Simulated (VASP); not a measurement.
# MgI2 (P-3m1) in VASP: notebook, part 2 of 2

VASP 6.6.1.

### 4 Electric field gradients, PBEsol (zz strain of +2 %)

INCAR

```
  ALGO = Normal
  EDIFF = 1E-8
  ENCUT = 520
  GGA = PS
  ISIF = 2
  ISMEAR = -1
  LASPH = T
  LCHARG = F
  LEFG = T
  LREAL = F
  LWAVE = F
  NBANDS = 15
  NELM = 60
  PREC = Accurate
  SIGMA = 0.03
```

KPOINTS

```
k-points
0
Gamma
  7 7 4
```

POSCAR

```
MgI2
1.0
    4.1537001214      0.0000000000      0.0000000000
   -2.0768500607      3.5972098248      0.0000000000
    0.0000000000      0.0000000000      6.9992400000
Mg I
1 2
Direct
    0.0000000000      0.0000000000      0.0000000000
    0.3333333333      0.6666666667      0.7576300000
    0.6666666667      0.3333333333      0.2423700000
```

Potentials or basis: VASP PAW PBE potentials, release 64 (Mg, I).

On the command line:

```sh
$ cat potpaw_PBE.64/Mg/POTCAR potpaw_PBE.64/I/POTCAR > POTCAR
$ mpirun -np 1 vasp_std > vasp.out
```

OUTCAR:

```text
EDIFF = 1E-8
   ENCUT = 520
   GGA = PS
   ISIF = 2
   ISMEAR = -1
   LASPH = T
   LREAL = F
   NELM = 60
   PREC = Accurate

 ion  position               nearest neighbor table
   1  0.000  0.000  0.000-   2 2.94   3 2.94   2 2.94   3 2.94   3 2.94   2 2.94
   2  0.333  0.667  0.758-   1 2.94   1 2.94   1 2.94
   3  0.667  0.333  0.242-   1 2.94   1 2.94   1 2.94

  LATTYP: Found a hexagonal cell.
 ALAT       =     4.1537001214
 C/A-ratio  =     1.6850614622

  Lattice vectors:

 A1 = (   4.1537001214,   0.0000000000,   0.0000000000)
[... 650 lines left out ...]

  energy  without entropy=       -8.4150984717  energy(sigma->0) =       -8.41509847

 Electric field gradients (V/A^2)
---------------------------------------------------------------------
 ion       V_xx      V_yy      V_zz      V_xy      V_xz      V_yz
---------------------------------------------------------------------
   1       0.062     0.062    -0.124    -0.000    -0.000     0.000
   2      15.519    15.519   -31.038    -0.000     0.000    -0.000
   3      15.519    15.519   -31.038    -0.000     0.000    -0.000
---------------------------------------------------------------------

 Electric field gradients after diagonalization (V/A^2)
 (convention: |V_zz| > |V_xx| > |V_yy|)
----------------------------------------------------------------------
 ion       V_xx      V_yy      V_zz     asymmetry (V_yy - V_xx)/ V_zz
----------------------------------------------------------------------
   1       0.062     0.062    -0.124       0.000
   2      15.519    15.519   -31.038       0.000
   3      15.519    15.519   -31.038       0.000
----------------------------------------------------------------------

           NMR quadrupolar parameters

 Cq : quadrupolar parameter    Cq=e*Q*V_zz/h
 eta: asymmetry parameters     (V_yy - V_xx)/ V_zz
 Q  : nuclear electric quadrupole moment in mb (millibarn)
----------------------------------------------------------------------
 ion       Cq(MHz)       eta       Q (mb)
----------------------------------------------------------------------
   1      -0.000       0.000       1.000
   2      -0.075       0.000       1.000
   3      -0.075       0.000       1.000
----------------------------------------------------------------------
```

OSZICAR:

```text
N       E                     dE             d eps       ncg     rms          rms(c)
DAV:   1     0.755894871367E+02    0.75589E+02   -0.57846E+03   840   0.837E+02
DAV:   2    -0.249178903011E+01   -0.78081E+02   -0.71952E+02  1188   0.132E+02
DAV:   3    -0.846980434664E+01   -0.59780E+01   -0.59518E+01  1141   0.410E+01
DAV:   4    -0.858044458178E+01   -0.11064E+00   -0.11063E+00  1143   0.678E+00
DAV:   5    -0.858178479606E+01   -0.13402E-02   -0.13402E-02  1157   0.715E-01    0.393E+00
DAV:   6    -0.844878391686E+01    0.13300E+00   -0.10385E-01   966   0.163E+00    0.261E+00
DAV:   7    -0.841745786041E+01    0.31326E-01   -0.10286E-01  1008   0.156E+00    0.652E-01
DAV:   8    -0.841514374508E+01    0.23141E-02   -0.74771E-03   910   0.484E-01    0.277E-01
DAV:   9    -0.841511263295E+01    0.31112E-04   -0.94590E-04  1148   0.179E-01    0.113E-01
DAV:  10    -0.841509675417E+01    0.15879E-04   -0.44215E-05  1022   0.441E-02    0.402E-02
DAV:  11    -0.841509803487E+01   -0.12807E-05   -0.56366E-06  1092   0.134E-02    0.197E-02
DAV:  12    -0.841509825307E+01   -0.21820E-06   -0.61722E-07  1043   0.496E-03    0.882E-03
DAV:  13    -0.841509835343E+01   -0.10036E-06   -0.13273E-07  1106   0.187E-03    0.265E-03
DAV:  14    -0.841509851423E+01   -0.16079E-06   -0.13647E-07   945   0.212E-03    0.298E-03
DAV:  15    -0.841509849490E+01    0.19329E-07   -0.90729E-09   903   0.574E-04    0.174E-03
DAV:  16    -0.841509846635E+01    0.28551E-07   -0.94209E-09   714   0.476E-04    0.801E-04
DAV:  17    -0.841509847170E+01   -0.53573E-08   -0.11488E-09   721   0.211E-04
   1 F= -.84150985E+01 E0= -.84150985E+01  d E =-.309798E-10
```

Wall time 59 s (1 thread of Intel Xeon 8259CL, shared host); peak memory 0.24 GiB.

Results:

* Free energy: -8.4151 eV
* Pressure: -0.8 GPa
* Largest force: 0.183 eV/Å
* Band gap on the k mesh: 3.50 eV (least direct gap 3.57 eV)
* Largest electric field gradient by atom: Mg -0.1; I -31.0 V/Å²

Forces in eV/Å, atoms in the order of the input:
```
Mg   0.000  0.000  0.000
I    0.000  0.000  0.183
I    0.000  0.000 -0.183
```

Stress tensor (GPa, compression positive):
```
-0.71  0.00  0.00
 0.00 -0.71  0.00
 0.00  0.00 -0.86
```

Electric field gradients, principal values (V/Å²):
```
atom   least  middle  greatest (by size)
1 Mg   0.062   0.062              -0.124
 2 I  15.519  15.519             -31.038
 3 I  15.519  15.519             -31.038
```

Caveat: the cell differs from its parent crystal (zz strain of +2 %); without QUAD_EFG the Cq values of the log hold for a quadrupole moment of 1 mb, not for the nuclei; the PAW data sets were made with another functional, which shifts forces and pressure a little; spin-orbit coupling is left out, which moves the levels of the heavy elements; an odd mesh through Γ misses points on the zone boundary, where band edges can lie; this functional lacks dispersion, which binds the layers, so the pressure and a relaxed spacing across them are unreliable.

### 5 Electric field gradients, PBEsol (36.23 Å³/atom)

This run uses another cell than the first one, of 36.23 Å³/atom.

INCAR

```
ALGO     = Normal         # electronic algorithm
EDIFF    = 1E-8           # SCF threshold, eV
ENCUT    = 520            # plane-wave cutoff, eV
GGA      = PS             # functional
ISIF     = 2              # what is computed and relaxed
ISMEAR   = -1             # smearing method
LASPH    = True           # aspherical terms in the spheres
LCHARG   = False          # write CHGCAR
LEFG     = True         
LREAL    = False          # projectors in reciprocal space
LWAVE    = False          # write WAVECAR
NBANDS   = 15             # bands
NELM     = 60             # most SCF steps
PREC     = Accurate       # precision mode
SIGMA    = 0.03           # smearing width, eV
```

KPOINTS is that of step 4.

POSCAR

```
MgI2
1.0
    4.2351659043      0.0000000000      0.0000000000
   -2.1175829521      3.6677612623      0.0000000000
    0.0000000000      0.0000000000      6.9965831875
Mg I
1 2
Direct
    0.0000000000      0.0000000000      0.0000000000
    0.3333333333      0.6666666667      0.7576300000
    0.6666666667      0.3333333333      0.2423700000
```

Potentials or basis: VASP PAW PBE potentials, release 64 (Mg, I).

On the command line:

```sh
$ cat potpaw_PBE.64/Mg/POTCAR potpaw_PBE.64/I/POTCAR > POTCAR
$ mpirun -np 1 vasp_std > vasp.out
```

OUTCAR:

```text
EDIFF = 1E-8
   ENCUT = 520
   GGA = PS
   ISIF = 2
   ISMEAR = -1
   LASPH = True
   LREAL = False
   NELM = 60
   PREC = Accurate

 ion  position               nearest neighbor table
   1  0.000  0.000  0.000-   2 2.98   3 2.98   2 2.98   3 2.98   3 2.98   2 2.98
   2  0.333  0.667  0.758-   1 2.98   1 2.98   1 2.98
   3  0.667  0.333  0.242-   1 2.98   1 2.98   1 2.98

  LATTYP: Found a hexagonal cell.
 ALAT       =     4.2351659043
 C/A-ratio  =     1.6520210413

  Lattice vectors:

 A1 = (   4.2351659043,   0.0000000000,   0.0000000000)
 A2 = (  -2.1175829521,   3.6677612623,   0.0000000000)
 A3 = (   0.0000000000,   0.0000000000,   6.9965831875)

Analysis of symmetry for initial positions (statically):
=====================================================================
 Subroutine PRICEL returns:
 Original cell was already a primitive cell.

 Routine SETGRP: Setting up the symmetry group for a
 hexagonal supercell.

 Subroutine GETGRP returns: Found 12 space group operations
 (whereof 12 operations were pure point group operations)
 out of a pool of 24 trial point group operations.

The static configuration has the point symmetry D_3d.

Analysis of symmetry for dynamics (positions and initial velocities):
=====================================================================
 Subroutine PRICEL returns:
 Original cell was already a primitive cell.

 Routine SETGRP: Setting up the symmetry group for a
 hexagonal supercell.

 Subroutine GETGRP returns: Found 12 space group operations
[... 584 lines left out ...]
     10       6.8209      0.00000
     11       7.4991      0.00000
     12       7.8316      0.00000
     13       9.1980      0.00000
     14      11.2377      0.00000
     15      11.4548      0.00000

 [... further k-points ...]

------------------------ aborting loop because EDIFF is reached ----------------------------------------

  FORCE on cell =-STRESS in cart. coord.  units (eV):
  Direction    XX          YY          ZZ          XY          YZ          ZX
  --------------------------------------------------------------------------------------
  -------------------------------------------------------------------------------------
  Total       -1.2813366     -1.2813366     -0.9787109     -0.0000000     -0.0000000      0.0000000
  in kB      -18.8893200    -18.8893200    -14.4280461     -0.0000000     -0.0000000      0.0000000
  external PRESSURE =     -17.4022287 kB  Pullay stress =       0.0000000 kB

 VOLUME and BASIS-vectors are now :
 -----------------------------------------------------------------------------
  energy-cutoff  :      520.00
  volume of cell :      108.68
      direct lattice vectors                 reciprocal lattice vectors
     4.235165904  0.000000000  0.000000000     0.236118259  0.136322940  0.000000000
    -2.117582952  3.667761262  0.000000000     0.000000000  0.272645881  0.000000000
     0.000000000  0.000000000  6.996583187     0.000000000  0.000000000  0.142926908

 POSITION                                       TOTAL-FORCE (eV/Angst)
 -----------------------------------------------------------------------------------
      0.00000      0.00000      0.00000        -0.000000      0.000000      0.000000
     -0.00000      2.44517      5.30082         0.000000      0.000000      0.297426
      2.11758      1.22259      1.69576         0.000000     -0.000000     -0.297426
 -----------------------------------------------------------------------------------
    total drift:                               -0.000000      0.000000     -0.000000

  FREE ENERGIE OF THE ION-ELECTRON SYSTEM (eV)
  ---------------------------------------------------
  free  energy   TOTEN  =        -8.3812904946 eV

  energy  without entropy=       -8.3812904946  energy(sigma->0) =       -8.38129049

 Electric field gradients (V/A^2)
---------------------------------------------------------------------
 ion       V_xx      V_yy      V_zz      V_xy      V_xz      V_yz
---------------------------------------------------------------------
   1      -0.156    -0.156     0.312    -0.000     0.000    -0.000
   2      24.261    24.260   -48.521    -0.000     0.000    -0.000
   3      24.261    24.260   -48.521    -0.000     0.000    -0.000
---------------------------------------------------------------------

 Electric field gradients after diagonalization (V/A^2)
 (convention: |V_zz| > |V_xx| > |V_yy|)
----------------------------------------------------------------------
 ion       V_xx      V_yy      V_zz     asymmetry (V_yy - V_xx)/ V_zz
----------------------------------------------------------------------
   1      -0.156    -0.156     0.312       0.000
   2      24.261    24.260   -48.521       0.000
   3      24.261    24.260   -48.521       0.000
----------------------------------------------------------------------

           NMR quadrupolar parameters

 Cq : quadrupolar parameter    Cq=e*Q*V_zz/h
 eta: asymmetry parameters     (V_yy - V_xx)/ V_zz
 Q  : nuclear electric quadrupole moment in mb (millibarn)
----------------------------------------------------------------------
 ion       Cq(MHz)       eta       Q (mb)
----------------------------------------------------------------------
   1       0.001       0.000       1.000
   2      -0.117       0.000       1.000
   3      -0.117       0.000       1.000
----------------------------------------------------------------------
```

OSZICAR:

```text
N       E                     dE             d eps       ncg     rms          rms(c)
DAV:   1     0.750949778801E+02    0.75095E+02   -0.56977E+03   840   0.829E+02
DAV:   2    -0.247642558015E+01   -0.77571E+02   -0.70571E+02  1199   0.135E+02
DAV:   3    -0.845268260897E+01   -0.59763E+01   -0.59552E+01  1134   0.416E+01
DAV:   4    -0.857153520272E+01   -0.11885E+00   -0.11885E+00  1255   0.701E+00
DAV:   5    -0.857225583537E+01   -0.72063E-03   -0.72062E-03  1128   0.522E-01    0.369E+00
DAV:   6    -0.841963337430E+01    0.15262E+00   -0.11489E-01   973   0.173E+00    0.248E+00
DAV:   7    -0.838371761373E+01    0.35916E-01   -0.10504E-01   980   0.158E+00    0.700E-01
DAV:   8    -0.838136867727E+01    0.23489E-02   -0.76712E-03   973   0.492E-01    0.271E-01
DAV:   9    -0.838130478896E+01    0.63888E-04   -0.10366E-03  1113   0.190E-01    0.101E-01
DAV:  10    -0.838128958976E+01    0.15199E-04   -0.43213E-05  1022   0.425E-02    0.422E-02
DAV:  11    -0.838129005210E+01   -0.46234E-06   -0.44516E-06  1099   0.126E-02    0.896E-03
DAV:  12    -0.838129032074E+01   -0.26864E-06   -0.86095E-07  1036   0.601E-03    0.819E-03
DAV:  13    -0.838129049963E+01   -0.17889E-06   -0.23425E-07  1064   0.264E-03    0.296E-03
DAV:  14    -0.838129054312E+01   -0.43485E-07   -0.59323E-08   987   0.147E-03    0.374E-03
DAV:  15    -0.838129050100E+01    0.42115E-07   -0.19865E-08   990   0.705E-04    0.422E-04
DAV:  16    -0.838129048676E+01    0.14241E-07   -0.46482E-09   714   0.346E-04    0.916E-04
DAV:  17    -0.838129049465E+01   -0.78857E-08   -0.81331E-10   651   0.179E-04
   1 F= -.83812905E+01 E0= -.83812905E+01  d E =-.172643E-10
```

stdout:

```text
POSCAR found type information on POSCAR MgI
 POSCAR found :  2 types and       3 ions
 scaLAPACK will be used
 -----------------------------------------------------------------------------
|                                                                             |
|                                                                             |
|     You enforced a specific xc type in the INCAR file but a different       |
|     I HOPE YOU KNOW WHAT YOU ARE DOING!                                     |
|                                                                             |
 -----------------------------------------------------------------------------

 LDA part: xc-table for (Slater+PW92), standard interpolation
 POSCAR, INCAR and KPOINTS ok, starting setup
 FFT: planning ... GRIDC
 FFT: planning ... GRID_SOFT
 FFT: planning ... GRID
 WAVECAR not read
 entering main loop
ion   1

ion   2

ion   3
```

Run time: 57 s. Hardware: 1 thread of Intel Xeon 8259CL, shared host; peak memory 0.24 GiB.

What came out:

```
Free energy                             : -8.3813 eV
Pressure                                : -1.7 GPa
Largest force                           : 0.297 eV/Å
Band gap on the k mesh                  : 3.35 eV
Largest electric field gradient by atom : Mg +0.3; I -48.5 V/Å²
```

Forces on the atoms (eV/Å):
```
Mg   0.000  0.000  0.000
I    0.000  0.000  0.297
I    0.000  0.000 -0.297
```

Electric field gradients, principal values (V/Å²):
```tsv
atom	least	middle	greatest (by size)
1 Mg	-0.156	-0.156	0.312
2 I	24.260	24.261	-48.521
3 I	24.260	24.261	-48.521
```

Caveat: without QUAD_EFG the Cq values of the log hold for a quadrupole moment of 1 mb, not for the nuclei; the PAW data sets were made with another functional, which shifts forces and pressure a little; spin-orbit coupling is left out, which moves the levels of the heavy elements; an odd mesh through Γ misses points on the zone boundary, where band edges can lie; this functional lacks dispersion, which binds the layers, so the pressure and a relaxed spacing across them are unreliable.

### 6 Summary

| cell | gap on the mesh (eV) | pressure (GPa) | largest force (eV/Å) |
| --- | --- | --- | --- |
| a = 4.154, b = 4.154, c = 6.931 Å, angles 90.0, 90.0, 120.0°, 3 atoms | 3.51 | -0.5 | 0.11 |
| a = 4.154, b = 4.154, c = 6.999 Å, angles 90.0, 90.0, 120.0°, 3 atoms | 3.50 | -0.8 | 0.18 |
| a = 4.235, b = 4.235, c = 6.997 Å, angles 90.0, 90.0, 120.0°, 3 atoms | 3.35 | -1.7 | 0.30 |

Alike in all rows: task electric field gradients; level PBEsol; potentials or basis VASP PAW PBE potentials, release 64 (Mg, I); no spin polarisation; k mesh 7 × 7 × 4; cutoff (eV) 520; smearing fermi-dirac 0.03 eV.

Caveats: the PAW data sets were made with another functional, which shifts forces and pressure a little; spin-orbit coupling is left out, which moves the levels of the heavy elements; an odd mesh through Γ misses points on the zone boundary, where band edges can lie; this functional lacks dispersion, which binds the layers, so the pressure and a relaxed spacing across them are unreliable.

Absolute energies hang on the potentials; compare differences alone.
